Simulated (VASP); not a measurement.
Input of a VASP 6.6.1 run:

File INCAR:

```
ALGO = Normal ; EDIFF = 1E-6
ENCUT = 520 ; GGA = PS
ISIF = 2 ; ISMEAR = 0
LASPH = T ; LCHARG = F
LREAL = F ; LWAVE = F
NBANDS = 8 ; NELM = 80
PREC = Accurate ; SIGMA = 0.15
```

KPOINTS

```
k-points
0
Gamma
  22 22 22
```

The input POSCAR:

```
Si
1.0
    0.0000000000      1.9108305409      1.8343973193
    1.9108305409      0.0000000000      1.8343973193
    1.9108305409      1.9108305409      0.0000000000
Si
1
Direct
    0.0000000000      0.0000000000      0.0000000000
```

Potentials or basis: VASP PAW PBE potentials, release 64 (Si).

Command:

```sh
$ cat potpaw_PBE.64/Si/POTCAR > POTCAR
$ mpirun -np 1 vasp_std > vasp.out
```

(1) Predict the band gap on the k mesh.

(2) Predict the pressure.

Answers

(1) zero (bands 2 and 3 overlap by 15.40 eV).

(2) 5.1 GPa.

Caveat: the cell differs from its parent crystal (strain +0.000 along x and y, -0.040 along z); the cell stands under pressure; the PAW data sets were made with another functional, which shifts forces and pressure a little.
